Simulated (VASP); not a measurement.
Mg: single point with PBE

Crystal: Mg.

```
CELL_PARAMETERS angstrom
3.67116 0.00000 0.00000
0.00000 3.67116 0.00000
0.00000 0.00000 3.37573
ATOMIC_POSITIONS crystal
Mg 0.00000 0.00000 0.00000
Mg 0.50000 0.50000 0.50000
```

This cell differs from its parent crystal: strain along c alone, the other axes held: -1.0 %.

```
Program                : VASP 6.6.1
Task                   : single point
Functional             : PBE
Potentials or basis    : VASP PAW PBE potentials, release 64 (Mg)
Cutoff                 : 520 eV
k mesh                 : 12 × 12 × 12
Occupations            : gaussian, width 0.1 eV
Spin                   : no spin polarisation
Dipole correction      : no
Further INCAR settings : ALGO = Normal; EDIFF = 1e-07; NBANDS = 9
```

| Property | Result |
| --- | --- |
| Pressure | 0.2 GPa |
| Band gap on the k mesh | zero (band 2 reaches 5.95 eV, above the bottom of band 3 at 1.39 eV) |

Stress tensor (GPa, compression positive):
```
 0.40  0.00  0.00
 0.00  0.40  0.00
 0.00  0.00 -0.24
```

Levels at points of the mesh, in eV from the Fermi level:
```tsv
k point	band 1	band 2	band 3	band 4	band 5
(0.00, 0.00, 0.00)	-7.03	3.20	3.20	3.57	4.11
(0.50, 0.00, 0.00)	-4.27	-4.27	5.62	5.62	6.65
(0.50, 0.50, 0.00)	-1.78	-1.78	-1.35	-1.35	9.68
(0.00, 0.00, 0.50)	-3.78	-3.78	6.07	6.07	6.07
(0.50, 0.00, 0.50)	-1.40	-1.40	-0.73	-0.73	8.16
(0.50, 0.50, 0.50)	1.04	1.04	1.25	1.25	1.25
```

It took 39 s on 1 thread of Intel(R) Xeon(R) Platinum 8259CL CPU @ 2.50GHz (Skylake/Cascade Lake), with other jobs on the host, peak memory 0.21 GiB.

Caveat: the cell differs from its parent crystal (strain along c alone, the other axes held: -1.0 %).
